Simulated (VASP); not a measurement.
A run of VASP 6.6.1:

The input INCAR:

```
SYSTEM = AlN
ALGO = Normal ; EDIFF = 1E-6
ENCUT = 520 ; GGA = PE
ISIF = 2 ; ISMEAR = 0
LASPH = .True. ; LCHARG = .False.
LREAL = .False. ; LWAVE = .False.
NBANDS = 11 ; NELM = 80
PREC = Accurate ; SIGMA = 0.05
```

The input KPOINTS:

```
k-points
0
Gamma
  12 12 12
  0 0 0
```

The input POSCAR:

```
AlN
1.0
    0.0000000000      2.1839935596      2.1839935596
    2.1839935596      0.0000000000      2.1839935596
    2.1839935596      2.1839935596      0.0000000000
Al N
1 1
Direct
    0.0000000000      0.0000000000      0.0000000000
    0.7843407606      0.7843407606      0.7156592394
```

Potentials or basis: VASP PAW PBE potentials, release 64 (Al, N).

The run is started by

```sh
$ cat potpaw_PBE.64/Al/POTCAR potpaw_PBE.64/N/POTCAR > POTCAR
$ mpirun -np 1 vasp_std > vasp.out
```

Hardware: 1 thread of Intel Xeon 8259CL, on a shared host.

Task: Estimate the wall time of this run.

Result: Run time: 59 s on 1 thread of Intel Xeon 8259CL (shared host), peak memory 0.18 GiB. Counts: scf iterations 12, k points 280.
